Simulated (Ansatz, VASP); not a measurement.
## Pt: VASP beside Ansatz

```
CELL_PARAMETERS angstrom
2.57347 0.00000 0.00000
-1.28673 2.22869 0.00000
0.00000 0.00000 4.35264
ATOMIC_POSITIONS crystal
Pt 0.33333 0.66667 0.25000
Pt 0.66667 0.33333 0.75000
```

Change from the starting cell: volume scaled by 0.84, PAW files.

Alike in both runs: task single point; functional LDA; k mesh 16 × 16 × 9; occupations fermi-dirac, width 0.08 eV; no spin polarisation.

|  | VASP | Ansatz |
| --- | --- | --- |
| version | VASP 6.6.1 | Ansatz 0.2.0 |
| potentials or method | VASP PAW LDA potentials, release 64 (Pt) | PAW with Ansatz's default frozen-core files, scalar-relativistic |
| plane-wave cutoff (eV) | 520 | 420 |
| valence electrons in the cell | 20 | 36 |

Ansatz gave:

```
pressure (GPa)                                                : 82.6
traceless stress, the component that is largest in VASP (GPa) : 0.00
```

What did VASP give for the same quantities?

Pressure (GPa): 84.5; traceless stress, the component that is largest in VASP (GPa): -0.33.

LDA's correlation is that of Perdew and Zunger in VASP and of Perdew and Wang (1992) in Ansatz. Both programs put the cell under a high pressure, so it lies far from rest at this level. VASP's potentials hold 20 valence electrons a cell and Ansatz's 36, so a difference there can come from the potentials and not from the codes.

Spin-orbit coupling is off throughout. Noted on VASP's run: the cell as given lies far from equilibrium.
